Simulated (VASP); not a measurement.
# WS2 in VASP: notebook

The runs below take WS2 through single point, with PBE+D3(BJ).

Program: VASP 6.6.1. These are calculated values, not measurements. Logs are shortened: lines on timing, memory, paths and dates and some standing lists are left out, and cuts for length are marked.

## 1. The cell of the first run

The cell holds a slab with vacuum, 3 atoms: a = 3.033 Å, b = 3.033 Å, c = 32.291 Å, α = 90.00°, β = 90.00°, γ = 120.00°.

## 2. Single point, PBE+D3(BJ)

INCAR

```
PREC = Accurate
ENCUT = 520
EDIFF = 1E-6
ISMEAR = 0
SIGMA = 0.02
LREAL = False
LASPH = True
NELM = 60
ALGO = Normal
ISIF = 2
LWAVE = False
LCHARG = False
LDIPOL = True
IDIPOL = 3
DIPOL = 0.5 0.5 0.500
GGA = PE
IVDW = 12
NBANDS = 20
```

KPOINTS

```
regular mesh
0
Gamma
  12 12 1
```

POSCAR

```
WS2
1.0
    3.0330000000      0.0000000000      0.0000000000
   -1.5165000000      2.6266550497      0.0000000000
    0.0000000000      0.0000000000     32.2910878415
S W
2 1
Direct
    0.3333333333      0.6666666667      0.4537394868
    0.3333333333      0.6666666667      0.5462727583
    0.6666666667      0.3333333333      0.5000061203
```

Potentials or basis: VASP PAW PBE potentials, release 64 (S, W_sv).

On the command line:

```console
$ cat potpaw_PBE.64/S/POTCAR potpaw_PBE.64/W_sv/POTCAR > POTCAR
$ mpirun -np 1 vasp_std > vasp.out
```

OUTCAR:

```text
PREC = Accurate
   ENCUT = 520
   EDIFF = 1E-6
   ISMEAR = 0
   LREAL = False
   LASPH = True
   NELM = 60
   ISIF = 2
   GGA = PE
   IVDW = 12
 IVDW          = 12

 ion  position               nearest neighbor table
   1  0.333  0.667  0.454-   3 2.30   3 2.30   3 2.30
   2  0.333  0.667  0.546-   3 2.30   3 2.30   3 2.30
   3  0.667  0.333  0.500-   1 2.30   1 2.30   1 2.30   2 2.30   2 2.30   2 2.30

  LATTYP: Found a hexagonal cell.
 ALAT       =     3.0330000000
 C/A-ratio  =    10.6465835284

  Lattice vectors:

 A1 = (   3.0330000000,   0.0000000000,   0.0000000000)
 A2 = (  -1.5165000000,   2.6266550497,   0.0000000000)
 A3 = (   0.0000000000,   0.0000000000,  32.2910878415)

Analysis of symmetry for initial positions (statically):
=====================================================================
 Subroutine PRICEL returns:
 Original cell was already a primitive cell.

 Routine SETGRP: Setting up the symmetry group for a
 hexagonal supercell.

 Subroutine GETGRP returns: Found 12 space group operations
 (whereof  6 operations were pure point group operations)
 out of a pool of 24 trial point group operations.

The static configuration has the point symmetry C_3v.
 The point group associated with its full space group is D_3h.

Analysis of symmetry for dynamics (positions and initial velocities):
=====================================================================
 Subroutine PRICEL returns:
 Original cell was already a primitive cell.

 Routine SETGRP: Setting up the symmetry group for a
 hexagonal supercell.

 Subroutine GETGRP returns: Found 12 space group operations
 (whereof  6 operations were pure point group operations)
 out of a pool of 24 trial point group operations.

The dynamic configuration has the point symmetry C_3v.
 The point group associated with its full space group is D_3h.

 Subroutine INISYM returns: Found 12 space group operations
 (whereof  6 operations are pure point group operations),
 and found     1 'primitive' translations

----------------------------------------------------------------------------------------

                                     Primitive cell

  volume of cell :     257.2516

  direct lattice vectors                    reciprocal lattice vectors
     3.033000000  0.000000000  0.000000000     0.329706561  0.190356172  0.000000000
    -1.516500000  2.626655050  0.000000000     0.000000000  0.380712344  0.000000000
     0.000000000  0.000000000 32.291087842     0.000000000  0.000000000  0.030968297

  length of vectors
     3.033000000  3.033000000 32.291087842     0.380712344  0.380712344  0.030968297

  position of ions in fractional coordinates (direct lattice)
[... 83 lines left out ...]
   POTIM  = 0.5000    time-step for ionic-motion
   TEBEG  =    0.0;   TEEND  =   0.0 temperature during run
   PSTRESS=    0.0 pullay stress
   NELECT =      26.0000    total number of electrons
   NUPDOWN=      -1.0000    fix difference up-down
   EMIN   =  10.00;   EMAX   =-10.00  energy-range for DOS
   EFERMI =   0.00;   METHOD = LEGACY
   ISMEAR =     0;   SIGMA  =   0.02  broadening in eV -4-tet -1-fermi 0-gaus
   EFERMI_NEDOS =   21; number of points for ismear=-14 and -15
   IALGO  =     38    algorithm
   IMIX   =      4    mixing-type and parameters
     AMIX     =   0.40;   BMIX     =  1.00
     AMIX_MAG =   1.60;   BMIX_MAG =  1.00
  volume/ion in A,a.u.               =      85.75       578.67
  Fermi-wavevector in a.u.,A,eV,Ry     =   0.762570  1.441049  7.911972  0.581514
  Thomas-Fermi vector in A             =   1.862061
   LORBIT       =      0    0 simple, 1 ext, 2 COOP (PROOUT), +10 PAW based schemes
   GGA     = PE    functional components
   LHFCALC =     F    Hartree Fock is set to
   AEXX    =    0.0000 exact exchange contribution
   IVDW    =    12    specifies the selected vdW correction
   LEPSILON=     F    determine dielectric tensor
   LRPA    =     F    only Hartree local field effects (RPA)
 non-spin polarized calculation
 Gauss-broadening in eV      SIGMA  =   0.02
  energy-cutoff  :      520.00
  volume of cell :      257.25
 maximum number of plane-waves:      6985
 NGX is ok and might be reduce to    24
   NGX = 11   NGY = 11   NGZ =121

 number of electron      26.0000000 magnetization

 dipolmoment           0.000000      0.000000     -0.000001 electrons x Angstroem

 Free energy of the ion-electron system (eV)
  ---------------------------------------------------
  ext. energy  EPLUGINS =         0.00000000
  ---------------------------------------------------
  free energy    TOTEN  =       -23.00382214 eV

  energy without entropy =      -23.00382214  energy(sigma->0) =      -23.00382214

 E-fermi :  -2.8788     XC(G=0):  -2.4773

 val. band max:       -3.1441177663   @ k =   0.3333   0.3333   0.0000
 cond. band min:      -0.9633126519   @ k =   0.3333   0.3333   0.0000
 fundamental gap:      2.1808051144
 Fermi energy:        -2.8788266586

 k-point     1 :       0.0000    0.0000    0.0000
  band No.  band energies     occupation
      1     -76.7592      2.00000
      2     -41.2043      2.00000
      3     -40.8814      2.00000
      4     -40.8814      2.00000
      5     -18.8051      2.00000
      6     -16.6630      2.00000
[... 426 lines left out ...]
     19       4.4960      0.00000
     20       6.4850      0.00000

------------------------ aborting loop because EDIFF is reached ----------------------------------------

 vacuum level on the upper side and lower side of the slab       (xc-potential included)        -0.040        -0.040

 Edisp (eV)   -1.03114

 E8    (eV) :    -0.4644

  FORCE on cell =-STRESS in cart. coord.  units (eV):
  Direction    XX          YY          ZZ          XY          YZ          ZX
  --------------------------------------------------------------------------------------
  -------------------------------------------------------------------------------------
  Total       8.20329     8.20329     9.40339     0.00000     0.00000     0.00000
  in kB      51.09056    51.09056    58.56485     0.00000     0.00000     0.00000
  external pressure =       53.58 kB  Pullay stress =        0.00 kB

 VOLUME and BASIS-vectors are now :
 -----------------------------------------------------------------------------
  energy-cutoff  :      520.00
  volume of cell :      257.25
      direct lattice vectors                 reciprocal lattice vectors
     3.033000000  0.000000000  0.000000000     0.329706561  0.190356172  0.000000000
    -1.516500000  2.626655050  0.000000000     0.000000000  0.380712344  0.000000000
     0.000000000  0.000000000 32.291087842     0.000000000  0.000000000  0.030968297

 POSITION                                       TOTAL-FORCE (eV/Angst)
 -----------------------------------------------------------------------------------
     -0.00000      1.75110     14.65174         0.000000      0.000000     -3.156657
     -0.00000      1.75110     17.63974         0.000000      0.000000      3.156657
      1.51650      0.87555     16.14574        -0.000000      0.000000     -0.000000
 -----------------------------------------------------------------------------------
    total drift:                               -0.000000      0.000000     -0.000155

  FREE ENERGIE OF THE ION-ELECTRON SYSTEM (eV)
  ---------------------------------------------------
  free  energy   TOTEN  =       -24.0349592243 eV

  energy  without entropy=      -24.0349592243  energy(sigma->0) =      -24.03495922

 vacuum level on the upper side and lower side of the slab         2.554         2.554
```

Wall time 1.8 min (1 thread of Intel Xeon 6975P-C (Granite Rapids), shared host); peak memory 0.39 GiB.

Results:

- Free energy: -24.0350 eV
- Largest force: 3.157 eV/Å
- Band gap on the k mesh: 2.18 eV
- Dispersion energy per atom: -0.344 eV

Forces in eV/Å, atoms in the order of the input:
```
S    0.000  0.000 -3.157
S    0.000  0.000  3.157
W    0.000  0.000  0.000
```

Caveat: spin-orbit coupling is left out, which moves the levels of the heavy elements.

## 3. Single point, PBE+D3(BJ)

This run uses another cell than the first one.

INCAR

```
SYSTEM = WS2
ALGO = Normal
DIPOL = 0.5 0.5 0.500
EDIFF = 1E-6
ENCUT = 520
GGA = PE
IDIPOL = 3
ISIF = 2
ISMEAR = 0
IVDW = 12
LASPH = .True.
LCHARG = .True.
LDIPOL = .True.
LELF = .True.
LREAL = .False.
LVACPOTAV = .True.
LVHAR = .True.
LWAVE = .False.
NBANDS = 20
NELM = 60
PREC = Accurate
SIGMA = 0.02
```

KPOINTS

```
k-points
0
Gamma
  12 12 1
  0 0 0
```

POSCAR

```
WS2
1.0
    3.2230000000      0.0000000000      0.0000000000
   -1.6115000000      2.7911998764      0.0000000000
    0.0000000000      0.0000000000     32.2910878415
S W
2 1
Direct
    0.3333333333      0.6666666667      0.4512000864
    0.3333333333      0.6666666667      0.5488121587
    0.6666666667      0.3333333333      0.5000061202
```

Potentials or basis: VASP PAW PBE potentials, release 64 (S, W_sv).

On the command line:

```console
$ cat potpaw_PBE.64/S/POTCAR potpaw_PBE.64/W_sv/POTCAR > POTCAR
$ mpirun -np 1 vasp_std > vasp.out
```

It took 95 s on 1 thread of Intel Xeon 6975P-C (Granite Rapids), shared host; peak memory 0.41 GiB.

The run converged. Its results:

```yaml
Free_energy: -24.5480 eV
Largest_force: 0.417 eV/Å
Band_gap_on_the_k_mesh: 1.69 eV (least direct gap 1.71 eV)
Dispersion_energy_per_atom: -0.297 eV
Ionisation_potential_of_the_upper_face: 5.69 eV
```

Forces on the atoms (eV/Å):
```
S    0.000  0.000  0.417
S    0.000  0.000 -0.417
W    0.000  0.000  0.000
```

Levels at points of the mesh, in eV from the valence-band top:
```
           k point  band 11  band 12  band 13  band 14  band 15  band 16
(0.00, 0.00, 0.00)    -1.65    -1.65     0.00     2.76     2.76     2.90
(0.50, 0.00, 0.00)    -2.10    -1.34    -0.91     2.68     3.12     3.95
```

Caveat: spin-orbit coupling is left out, which moves the levels of the heavy elements.
